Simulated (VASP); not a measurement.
# Zr (Pm-3m) in VASP: notebook

The runs below take Zr through single point, with PBEsol.

Everything below comes from runs of VASP 6.6.1. Logs are shortened: lines on timing, memory, paths and dates and some standing lists are left out, and cuts for length are marked.

**1. The cell of the first run**

The structure is cubic, space group Pm-3m (No. 221). The conventional cell has a = 2.259 Å, b = 2.259 Å, c = 2.259 Å, α = 90.00°, β = 90.00°, γ = 90.00°. Within 3.0 Å of Zr (site symmetry m-3m) lie 6 Zr at 2.26 Å.

**2. Single point, PBEsol**

INCAR reads:

```
  ALGO = Normal
  EDIFF = 1E-6
  ENCUT = 520
  GGA = PS
  ISIF = 2
  ISMEAR = -1
  LASPH = T
  LCHARG = F
  LREAL = F
  LWAVE = F
  NBANDS = 12
  NELM = 60
  PREC = Accurate
  SIGMA = 0.08
```

KPOINTS reads:

```
k-points
0
Gamma
  17 17 17
```

POSCAR reads:

```
Zr
1.0
    2.2585213734      0.0000000000      0.0000000000
    0.0000000000      2.2585213734      0.0000000000
    0.0000000000      0.0000000000      2.2585213734
Zr
1
Direct
    0.0000000000      0.0000000000      0.0000000000
```

Potentials or basis: VASP PAW PBE potentials, release 64 (Zr_sv).

Started as:

```bash
cat potpaw_PBE.64/Zr_sv/POTCAR > POTCAR
mpirun -np 1 vasp_std > vasp.out
```

OUTCAR:

```text
EDIFF = 1E-6
   ENCUT = 520
   GGA = PS
   ISIF = 2
   ISMEAR = -1
   LASPH = T
   LREAL = F
   NELM = 60
   PREC = Accurate

 ion  position               nearest neighbor table
   1  0.000  0.000  0.000-

  LATTYP: Found a simple cubic cell.
 ALAT       =     2.2585213734

  Lattice vectors:

 A1 = (   2.2585213734,   0.0000000000,   0.0000000000)
 A2 = (   0.0000000000,   2.2585213734,   0.0000000000)
 A3 = (   0.0000000000,   0.0000000000,   2.2585213734)

Analysis of symmetry for initial positions (statically):
=====================================================================
 Subroutine PRICEL returns:
 Original cell was already a primitive cell.

 Routine SETGRP: Setting up the symmetry group for a
 simple cubic supercell.

 Subroutine GETGRP returns: Found 48 space group operations
[... 9 lines left out ...]

 Routine SETGRP: Setting up the symmetry group for a
 simple cubic supercell.

 Subroutine GETGRP returns: Found 48 space group operations
[... 11 lines left out ...]
                                     Primitive cell

  volume of cell :      11.5205

  direct lattice vectors                    reciprocal lattice vectors
     2.258521373  0.000000000  0.000000000     0.442767561  0.000000000  0.000000000
     0.000000000  2.258521373  0.000000000     0.000000000  0.442767561  0.000000000
     0.000000000  0.000000000  2.258521373     0.000000000  0.000000000  0.442767561

  length of vectors
     2.258521373  2.258521373  2.258521373     0.442767561  0.442767561  0.442767561

  position of ions in fractional coordinates (direct lattice)
     0.000000000  0.000000000  0.000000000

  ion indices of the primitive-cell ions
   primitive index   ion index
                 1           1

----------------------------------------------------------------------------------------

 KPOINTS: k-points

Automatic generation of k-mesh.
 Grid dimensions read from file:
 generate k-points for:   17   17   17

 Generating k-lattice:

  Cartesian coordinates                     Fractional coordinates (reciprocal lattice)
     0.026045151  0.000000000  0.000000000     0.058823529  0.000000000  0.000000000
     0.000000000  0.026045151  0.000000000     0.000000000  0.058823529  0.000000000
     0.000000000  0.000000000  0.026045151     0.000000000  0.000000000  0.058823529

  Length of vectors
     0.026045151  0.026045151  0.026045151

  Shift w.r.t. Gamma in fractional coordinates (k-lattice)
     0.000000000  0.000000000  0.000000000

 Subroutine IBZKPT returns following result:
 ===========================================

 Found    165 irreducible k-points:

 Following reciprocal coordinates:
            Coordinates               Weight
  0.000000  0.000000  0.000000      1.000000
  0.058824  0.000000  0.000000      6.000000
  0.117647  0.000000  0.000000      6.000000
  0.176471  0.000000  0.000000      6.000000
  0.235294  0.000000  0.000000      6.000000
  0.294118  0.000000  0.000000      6.000000
[... 16 lines left out ...]
  0.411765  0.117647  0.000000     24.000000
  0.470588  0.117647  0.000000     24.000000
 [... further k-points ...]
   k-points           NKPTS =    165   k-points in BZ     NKDIM =    165   number of bands    NBANDS=     12
   number of dos      NEDOS =    301   number of ions     NIONS =      1
   total plane-waves  NPLWV =   5832
   dimension x,y,z NGX =    18 NGY =   18 NGZ =   18
   dimension x,y,z NGXF=    36 NGYF=   36 NGZF=   36
   ions per type =               1
   NGX,Y,Z   is equivalent  to a cutoff of  13.25, 13.25, 13.25 a.u.
   NGXF,Y,Z  is equivalent  to a cutoff of  26.50, 26.50, 26.50 a.u.
 SYSTEM =  unknown system
   PREC   = accura    normal or accurate (medium, high low for compatibility)
   ISTART =      0    job   : 0-new  1-cont  2-samecut
   ICHARG =      2    charge: 1-file 2-atom 10-const
   ISPIN  =      1    spin polarized calculation?
   LNONCOLLINEAR =      F non collinear calculations
   LSORBIT =      F    spin-orbit coupling
   LASPH  =      T    aspherical Exc in radial PAW
   ENCUT  =  520.0 eV  38.22 Ry    6.18 a.u.   4.20  4.20  4.20*2*pi/ulx,y,z
   NELM   =     60;   NELMIN=  2; NELMDL= -5     # of ELM steps
   EDIFF  = 0.1E-05   stopping-criterion for ELM
   LREAL  =      F    real-space projection
   EDIFFG = 0.1E-04   stopping-criterion for IOM
   NSW    =      0    number of steps for IOM
   IBRION =     -1    ionic relax: 0-MD 1-quasi-New 2-CG
   NFREE  =      0    steps in history (QN), initial steepest desc. (CG)
   ISIF   =      2    stress and relaxation
   ISYM   =      2    0-nonsym 1-usesym 2-fastsym
   POTIM  = 0.5000    time-step for ionic-motion
   TEBEG  =    0.0;   TEEND  =   0.0 temperature during run
   PSTRESS=    0.0 pullay stress
   NELECT =      12.0000    total number of electrons
   NUPDOWN=      -1.0000    fix difference up-down
   EMIN   =  10.00;   EMAX   =-10.00  energy-range for DOS
   EFERMI =   0.00;   METHOD = LEGACY
   ISMEAR =    -1;   SIGMA  =   0.08  broadening in eV -4-tet -1-fermi 0-gaus
   EFERMI_NEDOS =   21; number of points for ismear=-14 and -15
   IALGO  =     38    algorithm
   IMIX   =      4    mixing-type and parameters
     AMIX     =   0.40;   BMIX     =  1.00
     AMIX_MAG =   1.60;   BMIX_MAG =  1.00
  volume/ion in A,a.u.               =      11.52        77.74
  Fermi-wavevector in a.u.,A,eV,Ry     =   1.659502  3.136004 37.469710  2.753946
  Thomas-Fermi vector in A             =   2.746899
   LORBIT       =      0    0 simple, 1 ext, 2 COOP (PROOUT), +10 PAW based schemes
   GGA     = PS    functional components
   LHFCALC =     F    Hartree Fock is set to
   AEXX    =    0.0000 exact exchange contribution
   IVDW    =     0    specifies the selected vdW correction
   LEPSILON=     F    determine dielectric tensor
   LRPA    =     F    only Hartree local field effects (RPA)
 non-spin polarized calculation
  energy-cutoff  :      520.00
  volume of cell :       11.52
 maximum number of plane-waves:       320
 NGX is ok and might be reduce to    18
   NGX =  9   NGY =  9   NGZ =  9

 number of electron      12.0000000 magnetization

 Free energy of the ion-electron system (eV)
  ---------------------------------------------------
  ext. energy  EPLUGINS =         0.00000000
  ---------------------------------------------------
  free energy    TOTEN  =        -3.73712964 eV

  energy without entropy =       -3.72542340  energy(sigma->0) =       -3.73127652

 E-fermi :  18.9872     XC(G=0): -14.7929

 val. band max:       18.9451452202   @ k =   0.4118   0.4118   0.0000
 cond. band min:      18.9873407324   @ k =   0.4118   0.3529   0.0588
 fundamental gap:      0.0421955122
 Fermi energy:        18.9871783575

 k-point     1 :       0.0000    0.0000    0.0000
  band No.  band energies     occupation
      1     -31.5056      2.00000
      2      -4.8456      2.00000
      3      -4.8456      2.00000
      4      -4.8456      2.00000
      5      13.8404      2.00000
      6      13.8404      2.00000
      7      14.5146      2.00000
      8      30.9118      0.00000
      9      30.9118      0.00000
     10      30.9118      0.00000
     11      40.0544      0.00000
     12      40.0544      0.00000

 k-point     2 :       0.0588    0.0000    0.0000
  band No.  band energies     occupation
      1     -31.4600      2.00000
      2      -5.1920      2.00000
      3      -4.8173      2.00000
      4      -4.8173      2.00000
      5      13.8958      2.00000
      6      14.1481      2.00000
      7      14.7963      2.00000
      8      30.3668      0.00000
      9      30.3668      0.00000
     10      30.9441      0.00000
     11      39.3544      0.00000
     12      40.5557      0.00000

 k-point     3 :       0.1176    0.0000    0.0000
  band No.  band energies     occupation
      1     -31.3267      2.00000
      2      -6.1143      2.00000
      3      -4.7356      2.00000
      4      -4.7356      2.00000
      5      14.0580      2.00000
      6      14.5644      2.00000
      7      16.0138      2.00000
      8      29.0733      0.00000
      9      29.0733      0.00000
     10      31.0378      0.00000
     11      37.7732      0.00000
     12      41.6684      0.00000

 k-point     4 :       0.1765    0.0000    0.0000
  band No.  band energies     occupation
      1     -31.1173      2.00000
      2      -7.3655      2.00000
      3      -4.6093      2.00000
      4      -4.6093      2.00000
      5      14.3150      2.00000
      6      15.0099      2.00000
      7      17.9325      2.00000
      8      27.5322      0.00000
      9      27.5322      0.00000
     10      31.1831      0.00000
     11      36.0288      0.00000
     12      39.8762      0.00000

 k-point     5 :       0.2353    0.0000    0.0000
  band No.  band energies     occupation
      1     -30.8518      2.00000
      2      -8.7133      2.00000
      3      -4.4533      2.00000
      4      -4.4533      2.00000
      5      14.6447      2.00000
      6      15.5796      2.00000
      7      20.0597      0.00000
      8      26.0297      0.00000
      9      26.0297      0.00000
     10      31.3638      0.00000
     11      34.6006      0.00000
     12      37.6473      0.00000
[... 228 lines left out ...]
      1     -30.3830      2.00000
      2      -9.8322      2.00000
      3      -5.4785      2.00000
      4      -4.1821      2.00000
      5      15.7060      2.00000
      6      17.3251      2.00000
      7      20.6001      0.00000
      8      24.8324      0.00000
      9      24.8921      0.00000
     10      29.9492      0.00000
     11      34.5690      0.00000
     12      37.8484      0.00000

 k-point    22 :       0.3529    0.1176    0.0000
  band No.  band energies     occupation
      1     -30.1038      2.00000
      2     -10.8967      2.00000
      3      -5.3012      2.00000
      4      -4.0296      2.00000
      5      16.1334      2.00000
      6      17.7635      2.00000
      7      20.3011      0.00000
      8      23.8531      0.00000
      9      25.5434      0.00000
     10      30.1689      0.00000
     11      34.7006      0.00000
     12      36.5902      0.00000

 k-point    23 :       0.4118    0.1176    0.0000
  band No.  band energies     occupation
      1     -29.8813      2.00000
      2     -11.6659      2.00000
      3      -5.1637      2.00000
      4      -3.9120      2.00000
      5      16.4769      2.00000
      6      18.0982      1.99997
      7      19.8991      0.00002
      8      23.1298      0.00000
      9      25.7541      0.00000
     10      30.3426      0.00000
     11      35.0791      0.00000
     12      36.8234      0.00000

 k-point    24 :       0.4706    0.1176    0.0000
  band No.  band energies     occupation
      1     -29.7571      2.00000
      2     -12.0698      2.00000
      3      -5.0885      2.00000
      4      -3.8479      2.00000
      5      16.6696      2.00000
      6      18.2387      1.99983
      7      19.7364      0.00017
      8      22.7589      0.00000
      9      25.6446      0.00000
     10      30.4387      0.00000
     11      34.7389      0.00000
     12      38.5177      0.00000

 [... further k-points ...]
[... 5 lines left out ...]
  --------------------------------------------------------------------------------------
  -------------------------------------------------------------------------------------
  Total       16.0757523     16.0757523     16.0757523     -0.0000000     -0.0000000      0.0000000
  in kB     2235.6781103   2235.6781103   2235.6781103     -0.0000000     -0.0000000      0.0000000
  external PRESSURE =    2235.6781103 kB  Pullay stress =       0.0000000 kB

 VOLUME and BASIS-vectors are now :
 -----------------------------------------------------------------------------
  energy-cutoff  :      520.00
  volume of cell :       11.52
      direct lattice vectors                 reciprocal lattice vectors
     2.258521373  0.000000000  0.000000000     0.442767561  0.000000000  0.000000000
     0.000000000  2.258521373  0.000000000     0.000000000  0.442767561  0.000000000
     0.000000000  0.000000000  2.258521373     0.000000000  0.000000000  0.442767561

 POSITION                                       TOTAL-FORCE (eV/Angst)
 -----------------------------------------------------------------------------------
      0.00000      0.00000      0.00000         0.000000      0.000000      0.000000
 -----------------------------------------------------------------------------------
    total drift:                               -0.000000      0.000000     -0.000000

  FREE ENERGIE OF THE ION-ELECTRON SYSTEM (eV)
  ---------------------------------------------------
  free  energy   TOTEN  =        -3.7371296392 eV

  energy  without entropy=       -3.7254233996  energy(sigma->0) =       -3.73127652
```

Wall time 15 s (1 thread of Intel Xeon 6975P-C, shared host); peak memory 0.13 GiB.

Results:

```yaml
Free_energy: -3.7371 eV
Pressure: 223.6 GPa
Band_gap_on_the_k_mesh: zero (band 6 reaches 21.07 eV, above the bottom of band 7 at 13.42 eV)
```

Caveat: the PAW data sets were made with another functional, which shifts forces and pressure a little.

(Part 1 of 2 ends here.)
